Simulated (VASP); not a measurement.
## PbO: single point with LDA

The system is PbO.

```
CELL_PARAMETERS angstrom
0.00000 2.79878 2.79878
2.79878 0.00000 2.79878
2.79878 2.79878 0.00000
ATOMIC_POSITIONS crystal
Pb 0.00000 0.00000 0.00000
O 0.25000 0.25000 0.25000
```

| Item | Value |
| --- | --- |
| Program | VASP 6.6.1 |
| Task | single point |
| Functional | LDA |
| Potentials or basis | VASP PAW LDA potentials, release 64 (Pb_d, O) |
| Cutoff | 520 eV |
| k mesh | 8 × 8 × 8 |
| Occupations | gaussian, width 0.01 eV |
| Spin | no spin polarisation |

The pressure is -3.1 GPa. The band gap on the k mesh is 0.33 eV (least direct gap 0.52 eV).

Levels at points of the mesh, in eV from the valence-band top:
| k point | band 6 | band 7 | band 8 | band 9 | band 10 | band 11 | band 12 | band 13 | band 14 | band 15 |
| --- | --- | --- | --- | --- | --- | --- | --- | --- | --- | --- |
| (0.00, 0.00, 0.00) | -16.21 | -6.82 | -2.30 | -2.30 | -2.30 | 5.17 | 5.17 | 5.17 | 8.01 | 11.97 |
| (0.50, 0.00, 0.00) | -15.49 | -7.92 | -2.78 | -2.78 | -2.26 | 2.35 | 5.38 | 5.38 | 8.59 | 11.71 |
| (0.50, 0.50, 0.00) | -15.34 | -7.91 | -3.57 | -3.57 | -0.19 | 0.33 | 5.79 | 5.79 | 6.18 | 10.90 |

Wall time 46 s on 1 thread of AMD EPYC 7R13, on a shared host, peak memory 0.13 GiB.

Caveat: the cell stands under tension; the structure was generated, so it needn't be the stable form of PbO; spin-orbit coupling is left out, which moves the levels of the heavy elements. A k mesh can miss the band edges.
